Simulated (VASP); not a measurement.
# Al2O3 (R-3c) in VASP: relaxation of the atoms with r2SCAN

Aim: the relaxation of the atoms of Al2O3 with r2SCAN.

Program: VASP 6.6.1. These are calculated values, not measurements. Logs are shortened: lines on timing, memory, paths and dates and some standing lists are left out, and cuts for length are marked.

**Measured values to compare with.**

From “Multi-petahertz electron interference in Cr:Al2O3 solid-state material”, 2018, pmc:5906618, for a bulk crystal of Al2O3: band gap 8.7 eV (optical).

How close the calculation comes is told below.

### 1 The cell of the first run

Symmetry: R-3c, No. 167, trigonal system. Conventional cell: a = 4.760 Å, b = 4.760 Å, c = 12.996 Å, α = 90.00°, β = 90.00°, γ = 120.00°. Within 2.5 Å of Al (site symmetry 3) lie 6 O at 1.85 to 1.97 Å. Within 2.9 Å of O (site symmetry 2) lie 4 Al at 1.85 to 1.97 Å and 12 O at 2.53 to 2.86 Å.

### 2 Relaxation of the atoms, r2SCAN

Contents of POSCAR:

```
Al2O3
1.0
    2.3802500000      1.3742379782      4.3318666667
   -2.3802500000      1.3742379782      4.3318666667
    0.0000000000     -2.7484759565      4.3318666667
Al O
4 6
Direct
    0.3521600000      0.3521600000      0.3521600000
    0.1478400000      0.1478400000      0.1478400000
    0.6478400000      0.6478400000      0.6478400000
    0.8521600000      0.8521600000      0.8521600000
    0.5566800000      0.9433200000      0.2500000000
    0.2500000000      0.5566800000      0.9433200000
    0.9433200000      0.2500000000      0.5566800000
    0.4433200000      0.0566800000      0.7500000000
    0.7500000000      0.4433200000      0.0566800000
    0.0566800000      0.7500000000      0.4433200000
```

Contents of INCAR.step1:

```
  ALGO = Normal
  EDIFF = 1E-4
  ENCUT = 520
  GGA = PE
  ISMEAR = 0
  LASPH = T
  LCHARG = F
  LREAL = F
  LWAVE = T
  NELM = 100
  PREC = Accurate
  SIGMA = 0.01
```

Contents of INCAR.step2:

```
  ALGO = Normal
  EDIFF = 1E-7
  EDIFFG = -0.002
  ENCUT = 520
  IBRION = 2
  ISIF = 2
  ISMEAR = 0
  ISTART = 1
  LASPH = T
  LCHARG = F
  LMIXTAU = T
  LREAL = F
  LWAVE = F
  METAGGA = R2SCAN
  NELM = 100
  NSW = 80
  PREC = Accurate
  SIGMA = 0.01
```

Contents of KPOINTS:

```
k-points
0
Gamma
  5 5 5
```

Potentials or basis: VASP PAW PBE potentials, release 64 (Al, O).

Started as:

```
$ cat potpaw_PBE.64/Al/POTCAR potpaw_PBE.64/O/POTCAR > POTCAR
$ cp INCAR.step1 INCAR
$ mpirun -np 1 vasp_std > vasp.out
$ cp INCAR.step2 INCAR
$ mpirun -np 1 vasp_std > vasp.out
```

OUTCAR:

```text
EDIFF = 1E-7
   EDIFFG = -0.002
   ENCUT = 520
   IBRION = 2
   ISIF = 2
   ISMEAR = 0
   ISTART = 1
   LASPH = T
   LREAL = F
   METAGGA = R2SCAN
   NELM = 100
   NSW = 80
   PREC = Accurate

 ion  position               nearest neighbor table
   1  0.352  0.352  0.352-   9 1.85  10 1.85   8 1.85   7 1.97   5 1.97   6 1.97   2 2.66   3 2.79
                             3 2.79   3 2.79   2 3.22   2 3.22   2 3.22
   2  0.148  0.148  0.148-  10 1.85   9 1.85   8 1.85   6 1.97   5 1.97   7 1.97   1 2.66   4 2.79
                             4 2.79   4 2.79   1 3.22   1 3.22   1 3.22
   3  0.648  0.648  0.648-   6 1.85   7 1.85   5 1.85  10 1.97   8 1.97   9 1.97   4 2.66   1 2.79
                             1 2.79   1 2.79   4 3.22   4 3.22   4 3.22
   4  0.852  0.852  0.852-   7 1.85   6 1.85   5 1.85   9 1.97   8 1.97  10 1.97   3 2.66   2 2.79
                             2 2.79   2 2.79   3 3.22   3 3.22   3 3.22
   5  0.557  0.943  0.250-   3 1.85   4 1.85   1 1.97   2 1.97
   6  0.250  0.557  0.943-   3 1.85   4 1.85   2 1.97   1 1.97
   7  0.943  0.250  0.557-   4 1.85   3 1.85   1 1.97   2 1.97
   8  0.443  0.057  0.750-   1 1.85   2 1.85   3 1.97   4 1.97
   9  0.750  0.443  0.057-   1 1.85   2 1.85   4 1.97   3 1.97
  10  0.057  0.750  0.443-   2 1.85   1 1.85   3 1.97   4 1.97

  LATTYP: Found a trigonal (rhomboedric) cell.
 ALAT       =     5.1302230849
 COS(alpha) =     0.5694707703

  Lattice vectors:

 A1 = (   2.3802500000,   1.3742379782,   4.3318666667)
 A2 = (  -2.3802500000,   1.3742379782,   4.3318666667)
 A3 = (   0.0000000000,  -2.7484759565,   4.3318666667)

Analysis of symmetry for initial positions (statically):
=====================================================================
 Subroutine PRICEL returns:
 Original cell was already a primitive cell.

 Routine SETGRP: Setting up the symmetry group for a
 trigonal (rhombohedral) supercell.

 Subroutine GETGRP returns: Found 12 space group operations
 (whereof  6 operations were pure point group operations)
 out of a pool of 12 trial point group operations.

The static configuration has the point symmetry S_6 .
 The point group associated with its full space group is D_3d.

Analysis of symmetry for dynamics (positions and initial velocities):
=====================================================================
 Subroutine PRICEL returns:
 Original cell was already a primitive cell.

 Routine SETGRP: Setting up the symmetry group for a
 trigonal (rhombohedral) supercell.

 Subroutine GETGRP returns: Found 12 space group operations
 (whereof  6 operations were pure point group operations)
 out of a pool of 12 trial point group operations.

The dynamic configuration has the point symmetry S_6 .
 The point group associated with its full space group is D_3d.
[... 103 lines left out ...]
   ISPIN  =      1    spin polarized calculation?
   LNONCOLLINEAR =      F non collinear calculations
   LSORBIT =      F    spin-orbit coupling
   LASPH  =      T    aspherical Exc in radial PAW
   ENCUT  =  520.0 eV  38.22 Ry    6.18 a.u.   9.54  9.54  9.54*2*pi/ulx,y,z
   NELM   =    100;   NELMIN=  2; NELMDL=  0     # of ELM steps
   EDIFF  = 0.1E-06   stopping-criterion for ELM
   LREAL  =      F    real-space projection
   EDIFFG = -.2E-02   stopping-criterion for IOM
   NSW    =     80    number of steps for IOM
   IBRION =      2    ionic relax: 0-MD 1-quasi-New 2-CG
   NFREE  =      1    steps in history (QN), initial steepest desc. (CG)
   ISIF   =      2    stress and relaxation
   ISYM   =      2    0-nonsym 1-usesym 2-fastsym
   POTIM  = 0.5000    time-step for ionic-motion
   TEBEG  =    0.0;   TEEND  =   0.0 temperature during run
   PSTRESS=    0.0 pullay stress
   NELECT =      48.0000    total number of electrons
   NUPDOWN=      -1.0000    fix difference up-down
   EMIN   =  10.00;   EMAX   =-10.00  energy-range for DOS
   EFERMI =   0.00;   METHOD = LEGACY
   ISMEAR =     0;   SIGMA  =   0.01  broadening in eV -4-tet -1-fermi 0-gaus
   EFERMI_NEDOS =   21; number of points for ismear=-14 and -15
   IALGO  =     38    algorithm
   IMIX   =      4    mixing-type and parameters
     AMIX     =   0.40;   BMIX     =  1.00
     AMIX_MAG =   1.60;   BMIX_MAG =  1.00
  volume/ion in A,a.u.               =       8.50        57.37
  Fermi-wavevector in a.u.,A,eV,Ry     =   1.353064  2.556920 24.909299  1.830782
  Thomas-Fermi vector in A             =   2.480350
   LORBIT       =      0    0 simple, 1 ext, 2 COOP (PROOUT), +10 PAW based schemes
   METAGGA = R2SCAN    functional components
   LHFCALC =     F    Hartree Fock is set to
   AEXX    =    0.0000 exact exchange contribution
   IVDW    =     0    specifies the selected vdW correction
   LEPSILON=     F    determine dielectric tensor
   LRPA    =     F    only Hartree local field effects (RPA)
 conjugate gradient relaxation of ions
 non-spin polarized calculation
 Gauss-broadening in eV      SIGMA  =   0.01
  energy-cutoff  :      520.00
  volume of cell :       85.02
 maximum number of plane-waves:      2304
 NGX is ok and might be reduce to    40
   NGX = 19   NGY = 19   NGZ = 19

--------------------------------------- Ionic step        1  -------------------------------------------

 number of electron      48.0000013 magnetization

 Free energy of the ion-electron system (eV)
  ---------------------------------------------------
  ext. energy  EPLUGINS =         0.00000000
  ---------------------------------------------------
  free energy    TOTEN  =       -96.26858128 eV

  energy without entropy =      -96.26858128  energy(sigma->0) =      -96.26858128

------------------------ aborting loop because EDIFF is reached ----------------------------------------

  FORCE on cell =-STRESS in cart. coord.  units (eV):
  Direction    XX          YY          ZZ          XY          YZ          ZX
  --------------------------------------------------------------------------------------
  -------------------------------------------------------------------------------------
  Total       -0.3439629     -0.3439629     -0.4180487      0.0000000      0.0000000      0.0000000
  in kB       -6.4820352     -6.4820352     -7.8781932      0.0000000      0.0000000      0.0000000
  external PRESSURE =      -6.9474212 kB  Pullay stress =       0.0000000 kB
[... 119 lines left out ...]
--------------------------------------- Ionic step        4  -------------------------------------------

 number of electron      48.0000013 magnetization

 Free energy of the ion-electron system (eV)
  ---------------------------------------------------
  ext. energy  EPLUGINS =         0.00000000
  ---------------------------------------------------
  free energy    TOTEN  =       -96.26957003 eV

  energy without entropy =      -96.26957003  energy(sigma->0) =      -96.26957003

 E-fermi :   5.8701     XC(G=0): -12.2269

 val. band max:        5.7307370792   @ k =   0.0000   0.0000   0.0000
 cond. band min:      12.8773731840   @ k =   0.0000   0.0000   0.0000
 fundamental gap:      7.1466361048
 Fermi energy:         5.8700797136

 k-point     1 :       0.0000    0.0000    0.0000
  band No.  band energies     occupation
      1     -14.4690      2.00000
      2     -12.1794      2.00000
      3     -11.9046      2.00000
      4     -11.9046      2.00000
      5     -11.5948      2.00000
      6     -11.5948      2.00000
[... 653 lines left out ...]
  FREE ENERGIE OF THE ION-ELECTRON SYSTEM (eV)
  ---------------------------------------------------
  free  energy   TOTEN  =       -96.2695700348 eV

  energy  without entropy=      -96.2695700348  energy(sigma->0) =      -96.26957003

 reached required accuracy - stopping structural energy minimisation
```

OUTCAR.step1:

```text
EDIFF = 1E-4
   ENCUT = 520
   GGA = PE
   ISMEAR = 0
[... 879 lines left out ...]
      1.65027      0.10988      7.58077         0.012634      0.021883     -0.000000
      0.92030     -1.37424      5.41483         0.025268      0.000000     -0.000000
      0.72998      1.48412      5.41483        -0.012634      0.021883     -0.000000
     -1.65027     -0.10988      5.41483        -0.012634     -0.021883     -0.000000
 -----------------------------------------------------------------------------------
    total drift:                               -0.000000      0.000000     -0.000000

  FREE ENERGIE OF THE ION-ELECTRON SYSTEM (eV)
  ---------------------------------------------------
  free  energy   TOTEN  =       -74.7524109573 eV

  energy  without entropy=      -74.7524109573  energy(sigma->0) =      -74.75241096
```

Run time: 24 min. Hardware: 1 thread of Oxide Virtual Turin-like, shared host; peak memory 0.23 GiB.

Results:

```yaml
Free_energy: -96.2696 eV
Energy_gained_by_relaxing: 0.1 meV/atom
Ionic_steps: 4
Pressure_after_relaxing: -0.7 GPa
Band_gap_on_the_k_mesh: 7.15 eV
```

Stress tensor (GPa, compression positive):
```
-0.72  0.00  0.00
 0.00 -0.72  0.00
 0.00  0.00 -0.62
```

Step by step:
| step | energy change (eV) | largest force (eV/Å) | pressure (GPa) |
| --- | --- | --- | --- |
| 1 | 0.0000 | 0.0797 | -0.69 |
| 2 | -0.0009 | 0.0185 | -0.68 |
| 3 | -0.0010 | 0.0103 | -0.68 |
| 4 | -0.0010 | 0.0014 | -0.69 |

Final structure:
```
CELL_PARAMETERS angstrom
2.38025 1.37424 4.33187
-2.38025 1.37424 4.33187
0.00000 -2.74848 4.33187
ATOMIC_POSITIONS crystal
Al 0.35186 0.35186 0.35186
Al 0.14814 0.14814 0.14814
Al 0.64814 0.64814 0.64814
Al 0.85186 0.85186 0.85186
O 0.55625 0.94375 0.25000
O 0.25000 0.55625 0.94375
O 0.94375 0.25000 0.55625
O 0.44375 0.05625 0.75000
O 0.75000 0.44375 0.05625
O 0.05625 0.75000 0.44375
```

Levels at points of the mesh, in eV from the valence-band top:
```
           k point  band 20  band 21  band 22  band 23  band 24  band 25  band 26  band 27  band 28  band 29
(0.00, 0.00, 0.00)    -0.52    -0.52    -0.05    -0.05     0.00     7.15    10.11    11.95    12.59    12.59
```

Caveat: the PAW data sets were made with another functional, which shifts forces and pressure a little.

### 3 Comparison with measurements

Step 2. Against the measured gap of Al2O3, 8.7 eV (optical; quoted in “Multi-petahertz electron interference in Cr:Al2O3 solid-state material”, 2018, pmc:5906618), the calculated 7.15 eV is off by -1.55 eV. The value is that of r2SCAN, without temperature or zero-point motion.
